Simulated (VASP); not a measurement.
Here is a VASP 6.6.1 calculation.

The input INCAR:

```
SYSTEM = AgI
ALGO = Normal
EDIFF = 1E-6
ENCUT = 500
GGA = PS
GGA_COMPAT = .False.
ISIF = 2
ISMEAR = -1
LASPH = .True.
LCHARG = .False.
LREAL = .False.
LWAVE = .False.
NBANDS = 16
NELM = 120
PREC = Accurate
SIGMA = 0.05
```

File KPOINTS:

```
k-points
0
Gamma
  12 12 12
  0 0 0
```

Contents of POSCAR:

```
AgI
1.0
    0.0000000000      2.3770076546      2.3770076546
    2.3770076546      0.0000000000      2.3770076546
    2.3770076546      2.3770076546      0.0000000000
Ag I
1 1
Direct
    0.0000000000      0.0000000000      0.0000000000
    0.2500000000      0.2500000000      0.2500000000
```

Potentials or basis: VASP PAW PBE potentials, release 64 (Ag, I).

The run is started by

```sh
$ cat potpaw_PBE.64/Ag/POTCAR potpaw_PBE.64/I/POTCAR > POTCAR
$ mpirun -np 1 vasp_std > vasp.out
```

Q: What does it give for the pressure?

A: 337.8 GPa.

Caveat: the PAW data sets were made with another functional, which shifts forces and pressure a little.
